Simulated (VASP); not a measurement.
# Ge in VASP: further runs, part 2 of 2

VASP 6.6.1.

## Step 4: Single point, PBE+D3(BJ) (layers slid over each other)

Input file INCAR:

```
SYSTEM = Ge
ALGO = Normal ; DIPOL = 0.5 0.5 0.399
EDIFF = 1E-6 ; ENCUT = 520
GGA = PE ; IDIPOL = 3
ISIF = 2 ; ISMEAR = 0
IVDW = 12 ; LASPH = .True.
LCHARG = .False. ; LDIPOL = .True.
LREAL = .False. ; LWAVE = .False.
NBANDS = 36 ; NELM = 80
PREC = Accurate ; SIGMA = 0.1
```

Input file KPOINTS:

```
k-points
0
Gamma
  9 9 1
  0 0 0
```

Input file POSCAR:

```
Ge
1.0
    4.0226895460      0.0000000000      0.0000000000
   -2.0113447730      3.4837513384      0.0000000000
    0.0000000000      0.0000000000     18.8685220369
Ge
4
Direct
    0.3333333333      0.6666666667      0.2747571330
    0.6666666667      0.3333333333      0.2384924474
    0.3333333333      0.6666666667      0.5601139303
    0.6666666667      0.3333333333      0.5238492447
```

Potentials or basis: VASP PAW PBE potentials, release 64 (Ge_d).

Command:

```
cat potpaw_PBE.64/Ge_d/POTCAR > POTCAR
mpirun -np 1 vasp_std > vasp.out
```

OUTCAR:

```text
SYSTEM = Ge
   EDIFF = 1E-6
   ENCUT = 520
   GGA = PE
   ISIF = 2
   ISMEAR = 0
   IVDW = 12
   LASPH = .True.
   LREAL = .False.
   NELM = 80
   PREC = Accurate
 IVDW          = 12

 ion  position               nearest neighbor table
   1  0.333  0.667  0.275-   2 2.42   2 2.42   2 2.42
   2  0.667  0.333  0.238-   1 2.42   1 2.42   1 2.42
   3  0.333  0.667  0.560-   4 2.42   4 2.42   4 2.42
   4  0.667  0.333  0.524-   3 2.42   3 2.42   3 2.42

[... 664 lines left out ...]
  Direction    XX          YY          ZZ          XY          YZ          ZX
  --------------------------------------------------------------------------------------
  -------------------------------------------------------------------------------------
  Total      -0.17631    -0.17631    -0.49708    -0.00000    -0.00000     0.00000
  in kB      -1.06831    -1.06831    -3.01188    -0.00000    -0.00000     0.00000
  external pressure =       -1.72 kB  Pullay stress =        0.00 kB

 VOLUME and BASIS-vectors are now :
 -----------------------------------------------------------------------------
  energy-cutoff  :      520.00
  volume of cell :      264.42
      direct lattice vectors                 reciprocal lattice vectors
     4.022689546  0.000000000  0.000000000     0.248589902  0.143523447  0.000000000
    -2.011344773  3.483751338  0.000000000     0.000000000  0.287046894  0.000000000
     0.000000000  0.000000000 18.868522037     0.000000000  0.000000000  0.052998322

 POSITION                                       TOTAL-FORCE (eV/Angst)
 -----------------------------------------------------------------------------------
     -0.00000      2.32250      5.18426         0.000000     -0.000000      0.072886
      2.01134      1.16125      4.50000         0.000000      0.000000      0.016736
     -0.00000      2.32250     10.56852        -0.000000      0.000000     -0.016736
      2.01134      1.16125      9.88426        -0.000000      0.000000     -0.072886
 -----------------------------------------------------------------------------------
    total drift:                               -0.000001     -0.000001      0.000757

  FREE ENERGIE OF THE ION-ELECTRON SYSTEM (eV)
  ---------------------------------------------------
  free  energy   TOTEN  =       -16.8823538912 eV

  energy  without entropy=      -16.8811338481  energy(sigma->0) =      -16.88174387

 vacuum level on the upper side and lower side of the slab         3.004         3.008
```

Wall time 85 s (1 thread of Intel Xeon 6975P-C (Granite Rapids), shared host); peak memory 0.38 GiB.

What came out:

```yaml
Free_energy: -16.8824 eV
Largest_force: 0.073 eV/Å
Band_gap_on_the_k_mesh: 0.25 eV
Dispersion_energy_per_atom: -0.180 eV
```

Forces in eV/Å, atoms in the order of the input:
```
Ge   0.000  0.000  0.073
Ge   0.000  0.000  0.017
Ge   0.000  0.000 -0.017
Ge   0.000  0.000 -0.073
```

Levels at points of the mesh, in eV from the valence-band top:
```tsv
k point	band 25	band 26	band 27	band 28	band 29	band 30	band 31	band 32
(0.00, 0.00, 0.00)	-0.33	-0.33	-0.31	-0.31	0.66	0.74	2.12	3.08
```

Caveat: the cell differs from its parent crystal (layers slid over each other).

## Step 5: Single point, PBE+D3(BJ) (layers slid over each other)

Input file INCAR:

```
PREC     = Accurate       # precision mode
ENCUT    = 520            # plane-wave cutoff, eV
EDIFF    = 1E-6           # SCF threshold, eV
ISMEAR   = 0              # smearing method
SIGMA    = 0.1            # smearing width, eV
LREAL    = False          # projectors in reciprocal space
LASPH    = True           # aspherical terms in the spheres
NELM     = 60             # most SCF steps
ALGO     = Normal         # electronic algorithm
ISIF     = 2              # what is computed and relaxed
LWAVE    = False          # write WAVECAR
LCHARG   = True           # write CHGCAR
LDIPOL   = True         
IDIPOL   = 3            
DIPOL    = 0.5 0.5 0.375
GGA      = PE             # functional
IVDW     = 12             # dispersion correction
LELF     = True           # ELF
LVHAR    = True         
LVACPOTAV= True         
NBANDS   = 36             # bands
```

Input file KPOINTS:

```
Automatic mesh
0
Gamma
  9 9 1
```

Changes to POSCAR since step 4:

```diff
@@ -10,3 +10,3 @@
     0.6666666667      0.3333333333      0.2384924474
-    0.3333333333      0.6666666667      0.5601139303
-    0.6666666667      0.3333333333      0.5238492447
+    0.3333333333      0.6666666667      0.5108254912
+    0.6666666667      0.3333333333      0.4745608056
```

Potentials or basis: VASP PAW PBE potentials, release 64 (Ge_d).

Command:

```
cat potpaw_PBE.64/Ge_d/POTCAR > POTCAR
mpirun -np 1 vasp_std > vasp.out
```

OUTCAR:

```text
PREC = Accurate
   ENCUT = 520
   EDIFF = 1E-6
   ISMEAR = 0
   LREAL = False
   LASPH = True
   NELM = 60
   ISIF = 2
   GGA = PE
   IVDW = 12
 IVDW          = 12

 ion  position               nearest neighbor table
   1  0.333  0.667  0.275-   2 2.42   2 2.42   2 2.42
   2  0.667  0.333  0.238-   1 2.42   1 2.42   1 2.42
   3  0.333  0.667  0.511-   4 2.42   4 2.42   4 2.42
   4  0.667  0.333  0.475-   3 2.42   3 2.42   3 2.42

  LATTYP: Found a hexagonal cell.
 ALAT       =     4.0226895460
 C/A-ratio  =     4.6905240440

  Lattice vectors:

 A1 = (   4.0226895460,   0.0000000000,   0.0000000000)
 A2 = (  -2.0113447730,   3.4837513384,   0.0000000000)
 A3 = (   0.0000000000,   0.0000000000,  18.8685220369)

Analysis of symmetry for initial positions (statically):
=====================================================================
 Subroutine PRICEL returns:
 Original cell was already a primitive cell.

 Routine SETGRP: Setting up the symmetry group for a
 hexagonal supercell.

 Subroutine GETGRP returns: Found 12 space group operations
 (whereof  6 operations were pure point group operations)
 out of a pool of 24 trial point group operations.

The static configuration has the point symmetry C_3v.
[... 163 lines left out ...]
 fundamental gap:      0.5465758500
 Fermi energy:        -1.3759565629

 k-point     1 :       0.0000    0.0000    0.0000
  band No.  band energies     occupation
      1     -25.8669      2.00000
      2     -25.8669      2.00000
      3     -25.8668      2.00000
      4     -25.8668      2.00000
      5     -25.8192      2.00000
      6     -25.8186      2.00000
[... 457 lines left out ...]
     35       5.0345      0.00000
     36       5.0345      0.00000

------------------------ aborting loop because EDIFF is reached ----------------------------------------

 Edisp (eV)   -0.81547

 E8    (eV) :    -0.3750

  FORCE on cell =-STRESS in cart. coord.  units (eV):
  Direction    XX          YY          ZZ          XY          YZ          ZX
  --------------------------------------------------------------------------------------
  -------------------------------------------------------------------------------------
  Total      -0.24278    -0.24278    -0.30891     0.00000     0.00000     0.00000
  in kB      -1.47100    -1.47100    -1.87171     0.00000     0.00000     0.00000
  external pressure =       -1.60 kB  Pullay stress =        0.00 kB

 VOLUME and BASIS-vectors are now :
 -----------------------------------------------------------------------------
  energy-cutoff  :      520.00
  volume of cell :      264.42
      direct lattice vectors                 reciprocal lattice vectors
     4.022689546  0.000000000  0.000000000     0.248589902  0.143523447  0.000000000
    -2.011344773  3.483751338  0.000000000     0.000000000  0.287046894  0.000000000
     0.000000000  0.000000000 18.868522037     0.000000000  0.000000000  0.052998322

 POSITION                                       TOTAL-FORCE (eV/Angst)
 -----------------------------------------------------------------------------------
     -0.00000      2.32250      5.18426         0.000000     -0.000000      0.102891
      2.01134      1.16125      4.50000         0.000000     -0.000000     -0.024863
     -0.00000      2.32250      9.63852        -0.000000      0.000000      0.024863
      2.01134      1.16125      8.95426        -0.000000      0.000000     -0.102891
 -----------------------------------------------------------------------------------
    total drift:                               -0.000000     -0.000001      0.000484

  FREE ENERGIE OF THE ION-ELECTRON SYSTEM (eV)
  ---------------------------------------------------
  free  energy   TOTEN  =       -16.9783066743 eV

  energy  without entropy=      -16.9782985240  energy(sigma->0) =      -16.97830260

 vacuum level on the upper side and lower side of the slab         3.153         3.153
```

stdout:

```text
POSCAR found type information on POSCAR Ge
 POSCAR found :  1 types and       4 ions
 scaLAPACK will be used
 LDA part: xc-table for (Slater+PW92), standard interpolation
 POSCAR, INCAR and KPOINTS ok, starting setup
 FFT: planning ... GRIDC
 FFT: planning ... GRID_SOFT
 FFT: planning ... GRID
 WAVECAR not read
 entering main loop
 -----------------------------------------------------------------------------
|                                                                             |
|           W    W    AA    RRRRR   N    N  II  N    N   GGGG   !!!           |
|           W    W   A  A   R    R  NN   N  II  NN   N  G    G  !!!           |
|           W    W  A    A  R    R  N N  N  II  N N  N  G       !!!           |
|           W WW W  AAAAAA  RRRRR   N  N N  II  N  N N  G  GGG   !            |
|           WW  WW  A    A  R   R   N   NN  II  N   NN  G    G                |
|           W    W  A    A  R    R  N    N  II  N    N   GGGG   !!!           |
|                                                                             |
|     Did not find any points to average over, which means that no vacuum     |
|     field-free region was found. Please increase the size of  your cell     |
|     in the dimension of the dipole correction to obtain accurate            |
|     workfunction values.                                                    |
|                                                                             |
 -----------------------------------------------------------------------------
```

Run time: 86 s. Hardware: 1 thread of Intel Xeon 6975P-C (Granite Rapids), shared host; peak memory 0.38 GiB.

Results:

| Property | Result |
| --- | --- |
| Free energy | -16.9783 eV |
| Largest force | 0.103 eV/Å |
| Band gap on the k mesh | 0.55 eV (least direct gap 0.57 eV) |
| Dispersion energy per atom | -0.204 eV |

Forces in eV/Å, atoms in the order of the input:
```
Ge   0.000  0.000  0.103
Ge   0.000  0.000 -0.025
Ge   0.000  0.000  0.025
Ge   0.000  0.000 -0.103
```

Levels at points of the mesh, in eV from the valence-band top:
```tsv
k point	band 26	band 27	band 28	band 29	band 30	band 31
(0.00, 0.00, 0.00)	-0.19	-0.12	-0.12	0.80	0.91	2.36
```

Caveat: the cell differs from its parent crystal (layers slid over each other).

## Step 6: Overview

```tsv
cell	gap on the mesh (eV)	largest force (eV/Å)
as given, atomic positions A	0.27	0.10
as given, atomic positions B	0.58	0.10
as given, atomic positions C	0.25	0.07
as given, atomic positions D	0.55	0.10
```

Alike in all rows: task single point; level PBE+D3(BJ); potentials or basis VASP PAW PBE potentials, release 64 (Ge_d); no spin polarisation; k mesh 9 × 9 × 1; cutoff (eV) 520; smearing gaussian 0.1 eV.

Total energies depend on the potentials used, so only differences within one code and one set of settings carry meaning.
